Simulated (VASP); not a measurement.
# GaGe (F-43m) in VASP: density of states with PBE

Aim: the density of states of GaGe with PBE.

Program: VASP 6.6.1. These are calculated values, not measurements. Logs are shortened: lines on timing, memory, paths and dates and some standing lists are left out, and cuts for length are marked.

## (1) The cell of the first run

It takes space group F-43m (No. 216, cubic). The conventional cell has a = 5.796 Å, b = 5.796 Å, c = 5.796 Å, α = 90.00°, β = 90.00°, γ = 90.00°. Within 3.3 Å of Ga (site symmetry -43m) lie 4 Ge at 2.51 Å. Within 3.3 Å of Ge (site symmetry -43m) lie 4 Ga at 2.51 Å.

## (2) Density of states, PBE

POSCAR reads:

```
GaGe
1.0
    0.0000000000      2.8978400000      2.8978400000
    2.8978400000      0.0000000000      2.8978400000
    2.8978400000      2.8978400000      0.0000000000
Ga Ge
1 1
Direct
    0.7500000000      0.7500000000      0.7500000000
    0.0000000000      0.0000000000      0.0000000000
```

INCAR.step1 reads:

```
PREC = Accurate
ENCUT = 520
EDIFF = 1E-6
ISMEAR = -1
SIGMA = 0.15
LREAL = F
LASPH = T
NELM = 100
ALGO = Normal
ISIF = 2
LWAVE = F
LCHARG = T
GGA = PE
NBANDS = 20
```

KPOINTS.step1 reads:

```
regular mesh
0
Gamma
  6 6 6
```

INCAR.step2 reads:

```
PREC = Accurate
ENCUT = 520
EDIFF = 1E-6
ISMEAR = -5
SIGMA = 0.15
LREAL = F
LASPH = T
NELM = 100
ALGO = Normal
ISIF = 2
LWAVE = F
LCHARG = F
GGA = PE
LORBIT = 11
NBANDS = 20
NEDOS = 1001
ICHARG = 11
```

KPOINTS.step2 reads:

```
regular mesh
0
Gamma
  9 9 9
```

Potentials or basis: VASP PAW PBE potentials, release 64 (Ga_d, Ge_d).

Started as:

```console
$ cat potpaw_PBE.64/Ga_d/POTCAR potpaw_PBE.64/Ge_d/POTCAR > POTCAR
$ cp INCAR.step1 INCAR
$ cp KPOINTS.step1 KPOINTS
$ mpirun -np 1 vasp_std > vasp.out
$ cp INCAR.step2 INCAR
$ cp KPOINTS.step2 KPOINTS
$ mpirun -np 1 vasp_std > vasp.out
```

OUTCAR:

```text
PREC = Accurate
   ENCUT = 520
   EDIFF = 1E-6
   ISMEAR = -5
   LREAL = F
   LASPH = T
   NELM = 100
   ISIF = 2
   GGA = PE
   LORBIT = 11
   ICHARG = 11

 ion  position               nearest neighbor table
   1  0.750  0.750  0.750-   2 2.51   2 2.51   2 2.51   2 2.51
   2  0.000  0.000  0.000-   1 2.51   1 2.51   1 2.51   1 2.51

  LATTYP: Found a face centered cubic cell.
 ALAT       =     5.7956800000

  Lattice vectors:

 A1 = (   0.0000000000,   2.8978400000,   2.8978400000)
 A2 = (   2.8978400000,   0.0000000000,   2.8978400000)
 A3 = (   2.8978400000,   2.8978400000,   0.0000000000)

Analysis of symmetry for initial positions (statically):
=====================================================================
 Subroutine PRICEL returns:
 Original cell was already a primitive cell.

 Routine SETGRP: Setting up the symmetry group for a
 face centered cubic supercell.

 Subroutine GETGRP returns: Found 24 space group operations
 (whereof 24 operations were pure point group operations)
 out of a pool of 48 trial point group operations.

The static configuration has the point symmetry T_d .

Analysis of symmetry for dynamics (positions and initial velocities):
=====================================================================
 Subroutine PRICEL returns:
 Original cell was already a primitive cell.

 Routine SETGRP: Setting up the symmetry group for a
 face centered cubic supercell.

 Subroutine GETGRP returns: Found 24 space group operations
 (whereof 24 operations were pure point group operations)
 out of a pool of 48 trial point group operations.

The dynamic configuration has the point symmetry T_d .

 Subroutine INISYM returns: Found 24 space group operations
 (whereof 24 operations are pure point group operations),
 and found     1 'primitive' translations

----------------------------------------------------------------------------------------

                                     Primitive cell

  volume of cell :      48.6691

  direct lattice vectors                    reciprocal lattice vectors
     0.000000000  2.897840000  2.897840000    -0.172542307  0.172542307  0.172542307
     2.897840000  0.000000000  2.897840000     0.172542307 -0.172542307  0.172542307
     2.897840000  2.897840000  0.000000000     0.172542307  0.172542307 -0.172542307

  length of vectors
     4.098164630  4.098164630  4.098164630     0.298852043  0.298852043  0.298852043
[... 85 lines left out ...]
   EDIFFG = 0.1E-04   stopping-criterion for IOM
   NSW    =      0    number of steps for IOM
   IBRION =     -1    ionic relax: 0-MD 1-quasi-New 2-CG
   NFREE  =      0    steps in history (QN), initial steepest desc. (CG)
   ISIF   =      2    stress and relaxation
   ISYM   =      2    0-nonsym 1-usesym 2-fastsym
   POTIM  = 0.5000    time-step for ionic-motion
   TEBEG  =    0.0;   TEEND  =   0.0 temperature during run
   PSTRESS=    0.0 pullay stress
   NELECT =      27.0000    total number of electrons
   NUPDOWN=      -1.0000    fix difference up-down
   EMIN   =  10.00;   EMAX   =-10.00  energy-range for DOS
   EFERMI =   0.00;   METHOD = LEGACY
   ISMEAR =    -5;   SIGMA  =   0.15  broadening in eV -4-tet -1-fermi 0-gaus
   EFERMI_NEDOS =   21; number of points for ismear=-14 and -15
   IALGO  =     38    algorithm
   IMIX   =      4    mixing-type and parameters
     AMIX     =   0.40;   BMIX     =  1.00
     AMIX_MAG =   1.60;   BMIX_MAG =  1.00
  volume/ion in A,a.u.               =      24.33       164.22
  Fermi-wavevector in a.u.,A,eV,Ry     =   1.345174  2.542010 24.619635  1.809492
  Thomas-Fermi vector in A             =   2.473108
   LORBIT       =     11    0 simple, 1 ext, 2 COOP (PROOUT), +10 PAW based schemes
   GGA     = PE    functional components
   LHFCALC =     F    Hartree Fock is set to
   AEXX    =    0.0000 exact exchange contribution
   IVDW    =     0    specifies the selected vdW correction
   LEPSILON=     F    determine dielectric tensor
   LRPA    =     F    only Hartree local field effects (RPA)
 non-spin polarized calculation
 Fermi weights with tetrahedron method with Bloechl corrections
  energy-cutoff  :      520.00
  volume of cell :       48.67
 maximum number of plane-waves:      1363

 number of electron      26.9999991 magnetization

 Free energy of the ion-electron system (eV)
  ---------------------------------------------------
  ext. energy  EPLUGINS =         0.00000000
  ---------------------------------------------------
  free energy    TOTEN  =        -7.08936146 eV

  energy without entropy =       -7.08936146  energy(sigma->0) =       -7.08936146

 E-fermi :   3.0030     XC(G=0):  -9.5544

 val. band max:        3.0982584166   @ k =  -0.3333   0.2222   0.0000
 cond. band min:       3.0517563692   @ k =   0.2222   0.2222   0.0000
 fundamental gap:     -0.0465020474
 Fermi energy:         3.0029632559

 k-point     1 :       0.0000    0.0000    0.0000
  band No.  band energies     occupation
      1     -20.8827      2.00000
      2     -20.8827      2.00000
      3     -20.8827      2.00000
      4     -20.8632      2.00000
      5     -20.8632      2.00000
      6     -11.2816      2.00000
[... 541 lines left out ...]
     19      14.7728      0.00000
     20      16.8604      0.00000

 [... further k-points ...]

------------------------ aborting loop because EDIFF is reached ----------------------------------------

  FORCE on cell =-STRESS in cart. coord.  units (eV):
  Direction    XX          YY          ZZ          XY          YZ          ZX
  --------------------------------------------------------------------------------------
  -------------------------------------------------------------------------------------
  Total       -0.0207054     -0.0207054     -0.0207054     -0.0000000     -0.0000000     -0.0000000
  in kB       -0.6816163     -0.6816163     -0.6816163     -0.0000000     -0.0000000     -0.0000000
  external PRESSURE =      -0.6816163 kB  Pullay stress =       0.0000000 kB

 VOLUME and BASIS-vectors are now :
 -----------------------------------------------------------------------------
  energy-cutoff  :      520.00
  volume of cell :       48.67
      direct lattice vectors                 reciprocal lattice vectors
     0.000000000  2.897840000  2.897840000    -0.172542307  0.172542307  0.172542307
     2.897840000  0.000000000  2.897840000     0.172542307 -0.172542307  0.172542307
     2.897840000  2.897840000  0.000000000     0.172542307  0.172542307 -0.172542307

 POSITION                                       TOTAL-FORCE (eV/Angst)
 -----------------------------------------------------------------------------------
      4.34676      4.34676      4.34676         0.000000     -0.000000     -0.000000
      0.00000      0.00000      0.00000        -0.000000      0.000000      0.000000
 -----------------------------------------------------------------------------------
    total drift:                                0.000000      0.000000      0.000000

  FREE ENERGIE OF THE ION-ELECTRON SYSTEM (eV)
  ---------------------------------------------------
  free  energy   TOTEN  =        -7.0893614593 eV

  energy  without entropy=       -7.0893614593  energy(sigma->0) =       -7.08936146

 total charge

# of ion       s       p       d       tot
------------------------------------------
    1        0.952   0.737   9.954  11.643
    2        1.181   1.136   9.996  12.313
--------------------------------------------------
tot          2.133   1.873  19.950  23.956
```

Run time: 36 s. Hardware: 1 thread of Intel Xeon 6975P-C (Granite Rapids), shared host; peak memory 0.17 GiB.

Results:

- Valence electrons inside the program's atomic spheres: Ga 11.64; Ge 12.31

Caveat: tetrahedron occupations give inexact forces and stress in metals.
